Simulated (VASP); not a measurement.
The system is PbO.

```
Pb O
1.0
     3.99000    0.00000    0.00000
     0.00000    3.99000    0.00000
     0.00000    0.00000    5.01000
Pb O
2 2
Direct
  0.50000 0.00000 0.76000
  0.00000 0.50000 0.24000
  0.50000 0.50000 0.00000
  0.00000 0.00000 0.00000
```

Program: VASP 6.6.1. Alike in all runs: task single point; potentials or basis VASP PAW PBE potentials, release 64 (Pb_d, O); cell as given.

Order these runs on this cell by their pressure, lowest first.
A. level r2SCAN-based global hybrid with 25 % exact exchange; spin off; k mesh 4 × 4 × 3; cutoff (eV) 580; smearing fermi-dirac 0.05 eV; grid for exact exchange (PRECFOCK) Normal; share of exact exchange 0.25
B. level r2SCAN-based global hybrid with 10 % exact exchange; spin off; k mesh 4 × 4 × 3; cutoff (eV) 580; smearing fermi-dirac 0.05 eV; grid for exact exchange (PRECFOCK) Normal; share of exact exchange 0.1
C. level PBE; spin non-collinear, zero start, SOC; k mesh 7 × 7 × 6; cutoff (eV) 600; smearing fermi-dirac 0.05 eV
D. level r2SCAN50+D3(BJ); spin off; k mesh 5 × 5 × 4; cutoff (eV) 580; smearing fermi-dirac 0.1 eV; grid for exact exchange (PRECFOCK) Normal; share of exact exchange 0.5

D (-6.1 GPa), A (-2.4 GPa), B (-0.9 GPa), C (2.9 GPa).

Caveats: the PAW data sets were made with another functional, which shifts forces and pressure a little (at least some runs); the cell stands under tension (at least some runs).
